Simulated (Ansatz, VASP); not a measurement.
## Fe in VASP and in Ansatz

File INCAR:

```
ALGO = Normal
EDIFF = 1E-6
ENCUT = 600
GGA = PE
GGA_COMPAT = False
ISIF = 2
ISMEAR = -1
LASPH = True
LCHARG = False
LREAL = False
LWAVE = False
NBANDS = 10
NELM = 120
PREC = Accurate
SIGMA = 0.1
```

The input KPOINTS:

```
k-points
0
Gamma
  10 10 10
```

The input POSCAR:

```
Fe
1.0
   -1.3807996972      1.3807996972      1.3807996972
    1.3807996972     -1.3807996972      1.3807996972
    1.3807996972      1.3807996972     -1.3807996972
Fe
1
Direct
    0.0000000000      0.0000000000      0.0000000000
```

Input for Ansatz:

```yaml
crystal:
  lattice:
    - [-1.3807996972, 1.3807996972, 1.3807996972]
    - [1.3807996972, -1.3807996972, 1.3807996972]
    - [1.3807996972, 1.3807996972, -1.3807996972]
  atoms:
    - { symbol: Fe, position: [0.0, 0.0, 0.0] }
hamiltonian:
  xc: pbe
  pseudopotentials:
    kind: paw
    azcp:
      Fe: "pseudopotentials/Fe.paw.azcp"
basis:
  ecutwfc: 420
  fft_grid_basis: typed
kpoints:
  mp_grid: { grid: [10, 10, 10], shift: [0, 0, 0] }
magnetization:
  spin_polarized: false
scf:
  occupations: { method: fermi_dirac, width: 0.1 }
  lower_state_search: "off"
output:
  stress: true
```

Alike in both runs: task single point; functional PBE; k mesh 10 × 10 × 10; occupations fermi-dirac, width 0.1 eV; no spin polarisation.

|  | VASP | Ansatz |
| --- | --- | --- |
| version | VASP 6.6.1 | Ansatz 0.2.0 |
| potentials or method | VASP PAW PBE potentials, release 64 (Fe), cutoff 600 eV | plane waves (420 eV) with PAW, scalar-relativistic |
| valence electrons in the cell | 8 | 16 |

|  | VASP | Ansatz | Ansatz less VASP |
| --- | --- | --- | --- |
| pressure (GPa) | -0.4 | 0.2 | +0.60 |

VASP's potentials hold 8 valence electrons a cell and Ansatz's 16, so a difference there can come from the potentials and not from the codes.
